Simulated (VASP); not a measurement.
Here is a VASP 6.6.1 calculation.

File INCAR:

```
SYSTEM = HfN
PREC = Accurate
ENCUT = 520
EDIFF = 1E-7
ISMEAR = 0
SIGMA = 0.15
LREAL = .FALSE.
LASPH = .TRUE.
NELM = 100
ALGO = Normal
ISIF = 2
LWAVE = .FALSE.
LCHARG = .TRUE.
GGA = PE
LELF = .TRUE.
LVHAR = .TRUE.
NBANDS = 14
```

The input KPOINTS:

```
Automatic mesh
0
G
  18 18 18
  0 0 0
```

File POSCAR:

```
HfN
1.0
    0.0000000000      2.3493600000      2.0782800000
    2.3493600000      0.0000000000      2.0782800000
    2.3493600000      2.3493600000      0.0000000000
Hf N
1 1
Direct
    0.0000000000      0.0000000000      0.0000000000
    0.5000000000      0.5000000000      0.5000000000
```

Potentials or basis: VASP PAW PBE potentials, release 64 (Hf_pv, N).

The run is started by

```bash
$ cat potpaw_PBE.64/Hf_pv/POTCAR potpaw_PBE.64/N/POTCAR > POTCAR
$ mpirun -np 1 vasp_std > vasp.out
```

(1) What does it give for the pressure?

(2) What does it give for the band gap on the k mesh?

## Answers

(1) 15.1 GPa.

(2) zero (an odd number of electrons rules out a gap without spin polarisation).

Caveat: the cell differs from its parent crystal (strain +0.040 along x and y, -0.080 along z); the stress differs along the axes, from -11 to 68 GPa; spin-orbit coupling is left out, which moves the levels of the heavy elements; an odd number of electrons without spin polarisation forces a metal; a magnetic or distorted state may lie lower.
